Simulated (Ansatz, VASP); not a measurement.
# C: VASP beside Ansatz

INCAR

```
SYSTEM = C
PREC = Accurate ; ENCUT = 520
EDIFF = 1E-6 ; ISMEAR = 0
SIGMA = 0.1 ; LREAL = .FALSE.
LASPH = .TRUE. ; NELM = 100
ALGO = Normal ; ISIF = 2
LWAVE = .FALSE. ; LCHARG = .FALSE.
LDIPOL = .TRUE. ; IDIPOL = 3
DIPOL = 0.5 0.5 0.359 ; GGA = PE
IVDW = 12 ; NBANDS = 16
```

Contents of KPOINTS:

```
Automatic mesh
0
G
  15 15 1
  0 0 0
```

POSCAR

```
C
1.0
    2.4656524409      0.0000000000      0.0000000000
   -1.2328262205      2.1353176508      0.0000000000
    0.0000000000      0.0000000000     17.5000663883
C
4
Direct
    0.6666666667      0.3333333333      0.2571437784
    0.3333333333      0.6666666667      0.2571418816
    1.1666666667      0.6666666667      0.4605734749
    1.5000000000      0.3333333333      0.4605715781
```

Input for Ansatz:

```yaml
crystal:
  lattice:
    - [2.4656524409, 0.0, 0.0]
    - [-1.2328262205, 2.1353176508, 0.0]
    - [0.0, 0.0, 17.5000663883]
  atoms:
    - { symbol: C, position: [0.6666666667, 0.3333333333, 0.2571437784] }
    - { symbol: C, position: [0.3333333333, 0.6666666667, 0.2571418816] }
    - { symbol: C, position: [1.1666666667, 0.6666666667, 0.4605734749] }
    - { symbol: C, position: [1.5, 0.3333333333, 0.4605715781] }
basis:
  ecutwfc: 420
kpoints:
  mp_grid: { grid: [15, 15, 1] }
hamiltonian:
  xc: pbe
  pseudopotentials: { kind: paw, azcp: { folder: soft_1 } }
  dispersion: d3bj
scf:
  occupations: { method: gaussian, width: 0.1 }
output:
  forces: true
  eigenvalues: true
  write_density: true
  write_potential: true
  elf: true
  volumetric_format: npy
efield:
  axis: 3
  dipole_correction: true
  ramp_width: 0.04
```

Alike in both runs: task single point; functional PBE; dispersion D3(BJ); k mesh 15 × 15 × 1; occupations gaussian, width 0.1 eV; no spin polarisation.

|  | VASP | Ansatz |
| --- | --- | --- |
| version | VASP 6.6.1 | Ansatz 0.2.0 |
| potentials or method | VASP PAW PBE potentials, release 64 (C), cutoff 520 eV | scalar-relativistic, plane waves, PAW |
| valence electrons in the cell | 16 | 16 |

|  | VASP | Ansatz | Ansatz less VASP |
| --- | --- | --- | --- |
| gap on the k mesh at the Fermi level (eV) | 0.41 | 0.41 | 0.000 |
| least direct gap on the mesh (eV) | 0.41 | 0.41 | 0.000 |
| rms of the force components (eV/Å) | 0.004 | 0.004 | 0.0000 |

Atom by atom the forces differ by 0.000 eV/Å (rms over components). Ansatz's warnings: structure snapped to symmetry, xc potential rough in thin density.
